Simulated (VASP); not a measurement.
**WS3: relaxation of cell and atoms with PBE**

Crystal: WS3.

```
W S
1.0
     9.86888    0.00000    0.00000
    -4.93444    8.54670    0.00000
     0.00000    0.00000    2.94643
W S
2 6
Direct
  0.33333 0.66667 0.21144
  0.66667 0.33333 0.71144
  0.54510 0.82178 0.76204
  0.27668 0.45490 0.76204
  0.17822 0.72332 0.76204
  0.45490 0.17822 0.26204
  0.72332 0.54510 0.26204
  0.82178 0.27668 0.26204
```

| Item | Value |
| --- | --- |
| Program | VASP 6.6.1 |
| Task | relaxation of cell and atoms |
| Functional | PBE |
| Potentials or basis | VASP PAW PBE potentials, release 64 (W_sv, S) |
| Cutoff | 600 eV |
| k mesh | 3 × 3 × 10 |
| Occupations | gaussian, width 0.02 eV |
| Spin | no spin polarisation |
| Dipole correction | no |
| Further INCAR settings | ALGO = Normal; EDIFF = 1e-06; IBRION = 2; EDIFFG = -0.01; NSW = 100; ISIF = 3 |

```
Pressure after relaxing      : 0.0 GPa
Largest force after relaxing : 0.009 eV/Å
Band gap on the k mesh       : 0.84 eV (least direct gap 0.87 eV)
```

Forces in eV/Å, atoms in the order of the input:
```
W    0.000  0.000 -0.001
W    0.000  0.000 -0.001
S   -0.006 -0.006  0.000
S   -0.002  0.008  0.000
S    0.008 -0.003  0.000
S    0.006  0.006  0.000
S    0.002 -0.008  0.000
S   -0.008  0.003  0.000
```

Final structure:
```
CELL_PARAMETERS angstrom
9.86888 0.00000 0.00000
-4.93444 8.54670 0.00000
0.00000 0.00000 2.94643
ATOMIC_POSITIONS crystal
W 0.33333 0.66667 0.21144
W 0.66667 0.33333 0.71144
S 0.54510 0.82178 0.76204
S 0.27668 0.45490 0.76204
S 0.17822 0.72332 0.76204
S 0.45490 0.17822 0.26204
S 0.72332 0.54510 0.26204
S 0.82178 0.27668 0.26204
```

Levels at points of the mesh, in eV from the valence-band top:
| k point | band 28 | band 29 | band 30 | band 31 | band 32 | band 33 | band 34 | band 35 | band 36 | band 37 |
| --- | --- | --- | --- | --- | --- | --- | --- | --- | --- | --- |
| (0.00, 0.00, 0.00) | -1.53 | -1.47 | -1.47 | -1.13 | -0.95 | 1.08 | 1.16 | 2.09 | 2.09 | 2.47 |
| (0.00, 0.00, 0.50) | -1.04 | -0.97 | -0.97 | 0.00 | 0.00 | 0.87 | 0.87 | 0.97 | 0.97 | 3.17 |

Wall time 2.2 min on 1 thread of Intel(R) Xeon(R) 6975P-C (Granite Rapids), with other jobs on the host, peak memory 0.48 GiB.

Caveat: the relaxation stopped at its first step, so nothing moved; spin-orbit coupling is left out, which moves the levels of the heavy elements. A k mesh can miss the band edges.
